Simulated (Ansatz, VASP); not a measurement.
## Mg3Mn in VASP and in Ansatz

```
Mg Mn
1.0
     4.29206    0.00000    0.00000
     0.00000    4.29206    0.00000
     0.00000    0.00000    4.29206
Mg Mn
3 1
Direct
  0.50000 0.50000 0.00000
  0.50000 0.00000 0.50000
  0.00000 0.50000 0.50000
  0.00000 0.00000 0.00000
```

Alike in both runs: functional PBE; k mesh 10 × 10 × 10; occupations gaussian, width 0.1 eV; collinear spin.

Ansatz relaxed the structure, and its values are those at the end. VASP's run is a single point on that final structure, the one shown.

|  | VASP | Ansatz |
| --- | --- | --- |
| version | VASP 6.6.1 | Ansatz 0.2.0 |
| potentials or method | VASP PAW PBE potentials, release 64 (Mg, Mn_pv), cutoff 520 eV | scalar-relativistic, plane waves, PAW |
| valence electrons in the cell | 19 | 45 |

```csv
,VASP,Ansatz,Ansatz less VASP
gap on the k mesh at the Fermi level (eV),none,none,-
pressure (GPa),-0.1,0.0,+0.13
net moment per atom (μB),0.87,0.87,+0.001
size of the moment on the site where the two differ most (μB),3.61,3.73,+0.123
```

Site moments also hang on the region over which each program counts them. A gap of «none» marks a metal or a gap that the smearing closes. VASP's potentials hold 19 valence electrons a cell and Ansatz's 45, so a difference there can come from the potentials and not from the codes.
